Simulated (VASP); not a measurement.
ZnCu:

```xyz
2
Lattice="2.9252 0.0000 0.0000 0.0000 2.9252 0.0000 0.0000 0.0000 2.9252" Properties=species:S:1:pos:R:3 pbc="T T T"
Zn    1.4626    1.4626    1.4626
Cu    0.0000    0.0000    0.0000
```

This cell differs from its parent crystal: volume scaled by 0.98.

Base run:

- Program: VASP 6.6.1
- Functional: PBEsol
- Potentials or basis: VASP PAW PBE potentials, release 64 (Zn, Cu)
- Cutoff: 520 eV
- k mesh: 9 × 9 × 9
- Occupations: fermi-dirac, width 0.05 eV
- Spin: no spin polarisation

Its results: pressure -1.4 GPa.

After a change of settings the same cell gave: pressure 5.8 GPa. Which change was it?
A. functional from PBEsol to LDA; potentials or basis from VASP PAW PBE potentials, release 64 (Zn, Cu) to VASP PAW LDA potentials, release 64 (Zn, Cu); cutoff from 520 eV to 600 eV
B. functional from PBEsol to LDA; potentials or basis from VASP PAW PBE potentials, release 64 (Zn, Cu) to VASP PAW LDA potentials, release 64 (Zn, Cu)
C. functional from PBEsol to PBE
D. functional from PBEsol to r2SCAN; cutoff from 520 eV to 660 eV

C.

PBE binds less tightly than PBEsol, so the same cell stands under more pressure.

Caveats: the PAW data sets were made with another functional, which shifts forces and pressure a little (some runs).
